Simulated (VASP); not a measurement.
A run of VASP 6.6.1 is set up as follows.

Contents of INCAR:

```
SYSTEM = SiC
PREC = Accurate
ENCUT = 520
EDIFF = 1E-6
ISMEAR = -1
SIGMA = 0.08
LREAL = .False.
LASPH = .True.
NELM = 80
ALGO = Normal
ISIF = 2
LWAVE = .False.
LCHARG = .False.
GGA = PE
NBANDS = 11
```

The input KPOINTS:

```
regular mesh
0
Gamma
  16 16 16
  0 0 0
```

Contents of POSCAR:

```
SiC
1.0
    0.0000000000      2.1898725656      2.1898725656
    2.1898725656      0.0000000000      2.1898725656
    2.1898725656      2.1898725656      0.0000000000
Si C
1 1
Direct
    0.0000000000      0.0000000000      0.0000000000
    0.2500000000      0.2500000000      0.2500000000
```

Potentials or basis: VASP PAW PBE potentials, release 64 (Si, C).

Launch:

```sh
$ cat potpaw_PBE.64/Si/POTCAR potpaw_PBE.64/C/POTCAR > POTCAR
$ mpirun -np 1 vasp_std > vasp.out
```

Question: Estimate the pressure.

Answer: -0.1 GPa.

Question: Predict the band gap on the k mesh.

Answer: 1.37 eV (least direct gap 4.53 eV).

A k mesh can miss the band edges.
